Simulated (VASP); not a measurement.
# Mg2As (Immm) in VASP: further runs

Runs on Mg2As. Level: PBE. Tasks: single point.

Everything below comes from runs of VASP 6.6.1. Logs are shortened: lines on timing, memory, paths and dates and some standing lists are left out, and cuts for length are marked.

## 1. The cell of the first run

It takes space group Immm (No. 71, orthorhombic). The conventional cell has a = 3.809 Å, b = 5.572 Å, c = 11.830 Å, α = 90.00°, β = 90.00°, γ = 90.00°. As (site symmetry mm2) has 8 Mg at 2.67 to 2.90 Å and 1 As at 3.41 Å within 3.5 Å. Mg (site symmetry mm2) has 4 As at 2.67 to 2.86 Å and 8 Mg at 3.33 to 3.60 Å within 3.6 Å. Within 3.6 Å of Mg (site symmetry m2m) lie 6 Mg at 2.73 to 3.33 Å and 4 As at 2.90 Å.

## 2. Single point, PBE

The input, INCAR:

```
ALGO = Fast
EDIFF = 1E-6
ENCUT = 520
GGA = PE
ISIF = 2
ISMEAR = -1
LASPH = T
LCHARG = T
LELF = T
LREAL = F
LVHAR = T
LWAVE = F
NBANDS = 18
NELM = 80
PREC = Accurate
SIGMA = 0.05
```

The input, KPOINTS:

```
k-points
0
Gamma
  8 8 8
```

The input, POSCAR:

```
Mg2As
1.0
   -1.9043950754      2.7857885335      5.9147582052
    1.9043950754     -2.7857885335      5.9147582052
    1.9043950754      2.7857885335     -5.9147582052
As Mg
2 4
Direct
    0.3559950000      0.8559950000      0.5000000000
    0.6440050000      0.1440050000      0.5000000000
    0.1972320000      0.1972320000      0.0000000000
    0.2550410000      0.5000000000      0.7550410000
    0.7449590000      0.5000000000      0.2449590000
    0.8027680000      0.8027680000      0.0000000000
```

Potentials or basis: VASP PAW PBE potentials, release 64 (As, Mg).

Launch:

```bash
$ cat potpaw_PBE.64/As/POTCAR potpaw_PBE.64/Mg/POTCAR > POTCAR
$ mpirun -np 1 vasp_std > vasp.out
```

OUTCAR:

```text
EDIFF = 1E-6
   ENCUT = 520
   GGA = PE
   ISIF = 2
   ISMEAR = -1
   LASPH = T
   LREAL = F
   NELM = 80
   PREC = Accurate

 ion  position               nearest neighbor table
   1  0.356  0.856  0.500-   3 2.67   3 2.67   6 2.86   6 2.86   4 2.90   5 2.90   4 2.90   5 2.90

   2  0.644  0.144  0.500-   6 2.67   6 2.67   3 2.86   3 2.86   5 2.90   4 2.90   5 2.90   4 2.90

   3  0.197  0.197  0.000-   1 2.67   1 2.67   2 2.86   2 2.86   5 3.33   4 3.33   4 3.33   5 3.33
                             6 3.60   6 3.60   6 3.60   6 3.60
   4  0.255  0.500  0.755-   5 2.73   5 2.84   1 2.90   1 2.90   2 2.90   2 2.90   6 3.33   3 3.33
                             3 3.33   6 3.33
   5  0.745  0.500  0.245-   4 2.73   4 2.84   1 2.90   2 2.90   2 2.90   1 2.90   6 3.33   3 3.33
                             6 3.33   3 3.33
   6  0.803  0.803  0.000-   2 2.67   2 2.67   1 2.86   1 2.86   5 3.33   4 3.33   5 3.33   4 3.33
                             3 3.60   3 3.60   3 3.60   3 3.60

  LATTYP: Found a body centered orthorhombic cell.
 ALAT       =     3.8087901508
 B/A-ratio  =     1.4628206980
 C/A-ratio  =     3.1058461984

  Lattice vectors:

 A1 = (  -1.9043950754,   2.7857885335,   5.9147582052)
 A2 = (   1.9043950754,  -2.7857885335,   5.9147582052)
 A3 = (   1.9043950754,   2.7857885335,  -5.9147582052)

Analysis of symmetry for initial positions (statically):
=====================================================================
 Subroutine PRICEL returns:
 Original cell was already a primitive cell.

 Routine SETGRP: Setting up the symmetry group for a
 body centered orthorhombic supercell.

 Subroutine GETGRP returns: Found  8 space group operations
 (whereof  8 operations were pure point group operations)
 out of a pool of  8 trial point group operations.

The static configuration has the point symmetry D_2h.

Analysis of symmetry for dynamics (positions and initial velocities):
=====================================================================
 Subroutine PRICEL returns:
 Original cell was already a primitive cell.

 Routine SETGRP: Setting up the symmetry group for a
 body centered orthorhombic supercell.

 Subroutine GETGRP returns: Found  8 space group operations
 (whereof  8 operations were pure point group operations)
 out of a pool of  8 trial point group operations.

The dynamic configuration has the point symmetry D_2h.
[... 108 lines left out ...]
   LREAL  =      F    real-space projection
   EDIFFG = 0.1E-04   stopping-criterion for IOM
   NSW    =      0    number of steps for IOM
   IBRION =     -1    ionic relax: 0-MD 1-quasi-New 2-CG
   NFREE  =      0    steps in history (QN), initial steepest desc. (CG)
   ISIF   =      2    stress and relaxation
   ISYM   =      2    0-nonsym 1-usesym 2-fastsym
   POTIM  = 0.5000    time-step for ionic-motion
   TEBEG  =    0.0;   TEEND  =   0.0 temperature during run
   PSTRESS=    0.0 pullay stress
   NELECT =      18.0000    total number of electrons
   NUPDOWN=      -1.0000    fix difference up-down
   EMIN   =  10.00;   EMAX   =-10.00  energy-range for DOS
   EFERMI =   0.00;   METHOD = LEGACY
   ISMEAR =    -1;   SIGMA  =   0.05  broadening in eV -4-tet -1-fermi 0-gaus
   EFERMI_NEDOS =   21; number of points for ismear=-14 and -15
   IALGO  =     68    algorithm
   IMIX   =      4    mixing-type and parameters
     AMIX     =   0.40;   BMIX     =  1.00
     AMIX_MAG =   1.60;   BMIX_MAG =  1.00
  volume/ion in A,a.u.               =      20.92       141.17
  Fermi-wavevector in a.u.,A,eV,Ry     =   0.856903  1.619312  9.990521  0.734283
  Thomas-Fermi vector in A             =   1.973875
   LORBIT       =      0    0 simple, 1 ext, 2 COOP (PROOUT), +10 PAW based schemes
   GGA     = PE    functional components
   LHFCALC =     F    Hartree Fock is set to
   AEXX    =    0.0000 exact exchange contribution
   IVDW    =     0    specifies the selected vdW correction
   LEPSILON=     F    determine dielectric tensor
   LRPA    =     F    only Hartree local field effects (RPA)
 non-spin polarized calculation
 RMM-DIIS sequential band-by-band and
  energy-cutoff  :      520.00
  volume of cell :      125.52
 maximum number of plane-waves:      3404
 NGX is ok and might be reduce to    54
   NGX = 25   NGY = 25   NGZ = 25

 number of electron      17.9999999 magnetization

 Free energy of the ion-electron system (eV)
  ---------------------------------------------------
  ext. energy  EPLUGINS =         0.00000000
  ---------------------------------------------------
  free energy    TOTEN  =       -17.52049966 eV

  energy without entropy =      -17.51242066  energy(sigma->0) =      -17.51646016

 E-fermi :   3.6887     XC(G=0):  -9.1653

 val. band max:        3.6863718776   @ k =  -0.3750  -0.2500   0.2500
 cond. band min:       3.7110807062   @ k =  -0.2500  -0.2500   0.2500
 fundamental gap:      0.0247088286
 Fermi energy:         3.6886526708

 k-point     1 :       0.0000    0.0000    0.0000
  band No.  band energies     occupation
      1      -7.9223      2.00000
      2      -6.4414      2.00000
      3      -1.1937      2.00000
      4       0.0828      2.00000
      5       0.5643      2.00000
      6       0.6558      2.00000
[... 481 lines left out ...]
      5      -0.3191      2.00000
      6       1.0132      2.00000
[... 10 lines left out ...]
     17       9.1321      0.00000
     18      10.2214      0.00000

 [... further k-points ...]

------------------------ aborting loop because EDIFF is reached ----------------------------------------

  FORCE on cell =-STRESS in cart. coord.  units (eV):
  Direction    XX          YY          ZZ          XY          YZ          ZX
  --------------------------------------------------------------------------------------
  -------------------------------------------------------------------------------------
  Total        0.6443196      0.9168181      0.3671890      0.0000000      0.0000000      0.0000000
  in kB        8.2245050     11.7028481      4.6870333      0.0000000      0.0000000      0.0000000
  external PRESSURE =       8.2047955 kB  Pullay stress =       0.0000000 kB

 VOLUME and BASIS-vectors are now :
 -----------------------------------------------------------------------------
  energy-cutoff  :      520.00
  volume of cell :      125.52
      direct lattice vectors                 reciprocal lattice vectors
    -1.904395075  2.785788533  5.914758205     0.000000000  0.179482396  0.084534309
     1.904395075 -2.785788533  5.914758205     0.262550563  0.000000000  0.084534309
     1.904395075  2.785788533 -5.914758205     0.262550563  0.179482396  0.000000000

 POSITION                                       TOTAL-FORCE (eV/Angst)
 -----------------------------------------------------------------------------------
      1.90440      0.00000      4.21125        -0.000000     -0.000000      0.091232
      0.00000      2.78579      1.70351         0.000000     -0.000000     -0.091232
      0.00000      0.00000      2.33316         0.000000     -0.000000     -0.085852
      1.90440      1.42098      0.00000        -0.000000     -0.104526      0.000000
      0.00000      1.36481      5.91476        -0.000000      0.104526     -0.000000
      0.00000      0.00000      9.49636        -0.000000     -0.000000      0.085852
 -----------------------------------------------------------------------------------
    total drift:                                0.000000      0.000000     -0.000000

  FREE ENERGIE OF THE ION-ELECTRON SYSTEM (eV)
  ---------------------------------------------------
  free  energy   TOTEN  =       -17.5204996628 eV

  energy  without entropy=      -17.5124206571  energy(sigma->0) =      -17.51646016
```

It took 4.4 min on 1 thread of Intel Xeon 6975P-C (Granite Rapids), shared host; peak memory 0.52 GiB.

What came out:

| Property | Result |
| --- | --- |
| Free energy | -17.5205 eV |
| Pressure | 0.8 GPa |
| Largest force | 0.105 eV/Å |
| Band gap on the k mesh | zero (bands 9 and 10 overlap by 0.68 eV) |

Forces on the atoms (eV/Å):
```
As   0.000  0.000  0.091
As   0.000  0.000 -0.091
Mg   0.000  0.000 -0.086
Mg   0.000 -0.105  0.000
Mg   0.000  0.105  0.000
Mg   0.000  0.000  0.086
```

Levels at points of the mesh, in eV from the Fermi level:
```
           k point  band 5  band 6  band 7  band 8  band 9  band 10  band 11  band 12  band 13  band 14
(0.00, 0.00, 0.00)   -3.12   -3.03   -2.42   -0.58   -0.52     1.67     2.22     3.27     4.49     4.76
(0.50, 0.00, 0.00)   -2.74   -1.58   -0.78   -0.12   -0.09     1.87     2.26     3.28     3.43     4.47
(0.00, 0.50, 0.00)   -2.87   -2.62   -1.97   -1.19   -0.68    -0.36     0.99     1.67     1.94     2.37
(0.50, 0.50, 0.00)   -3.59   -3.50   -2.14   -1.64   -1.56     0.68     1.85     2.18     3.84     4.37
(0.50, 0.50, 0.50)   -2.44   -1.77   -1.73   -1.17    0.32     0.38     1.81     2.08     2.84     4.82
```

## 3. Single point, PBE

This run uses another cell than the first one, of 21.35 Å³/atom.

The input, INCAR:

```
SYSTEM = Mg2As
  ALGO = Fast
  EDIFF = 1E-6
  ENCUT = 520
  GGA = PE
  ISIF = 2
  ISMEAR = -1
  LASPH = .TRUE.
  LCHARG = .FALSE.
  LREAL = .FALSE.
  LWAVE = .FALSE.
  NBANDS = 18
  NELM = 100
  PREC = Accurate
  SIGMA = 0.05
```

The input, KPOINTS:

```
k-points
0
G
  8 8 8
  0 0 0
```

Edit POSCAR of step 2 so:

```diff
@@ -2,5 +2,5 @@
 1.0
-   -1.9043950754      2.7857885335      5.9147582052
-    1.9043950754     -2.7857885335      5.9147582052
-    1.9043950754      2.7857885335     -5.9147582052
+   -1.9172630000      2.8046120000      5.9547240000
+    1.9172630000     -2.8046120000      5.9547240000
+    1.9172630000      2.8046120000     -5.9547240000
 As Mg
```

Potentials or basis: VASP PAW PBE potentials, release 64 (As, Mg).

Launch:

```bash
$ cat potpaw_PBE.64/As/POTCAR potpaw_PBE.64/Mg/POTCAR > POTCAR
$ mpirun -np 1 vasp_std > vasp.out
```

Wall time 3.7 min (1 thread of Intel Xeon 6975P-C (Granite Rapids), shared host); peak memory 0.51 GiB.

It converged, with:

```
Free energy            : -17.5250 eV
Pressure               : -0.3 GPa
Largest force          : 0.082 eV/Å
Band gap on the k mesh : zero (bands 9 and 10 overlap by 0.66 eV)
```

Forces on the atoms (eV/Å):
```
As   0.000  0.000  0.076
As   0.000  0.000 -0.076
Mg   0.000  0.000 -0.036
Mg   0.000 -0.082  0.000
Mg   0.000  0.082  0.000
Mg   0.000  0.000  0.036
```

Stress tensor (GPa, compression positive):
```
-0.28  0.00  0.00
 0.00  0.04  0.00
 0.00  0.00 -0.52
```

Levels at points of the mesh, in eV from the Fermi level:
```
           k point  band 6  band 7  band 8  band 9  band 10  band 11  band 12  band 13
(0.00, 0.00, 0.00)   -2.97   -2.38   -0.57   -0.50     1.64     2.16     3.24     4.40
(0.50, 0.00, 0.00)   -1.55   -0.76   -0.12   -0.08     1.84     2.20     3.21     3.41
(0.00, 0.50, 0.00)   -2.56   -1.92   -1.16   -0.69    -0.35     0.97     1.66     1.93
(0.50, 0.50, 0.00)   -3.42   -2.09   -1.62   -1.52     0.69     1.84     2.16     3.78
(0.50, 0.50, 0.50)   -1.73   -1.69   -1.14    0.31     0.37     1.74     2.08     2.87
```

The gap in the log of VASP goes by the Fermi energy; the results here count the filled bands.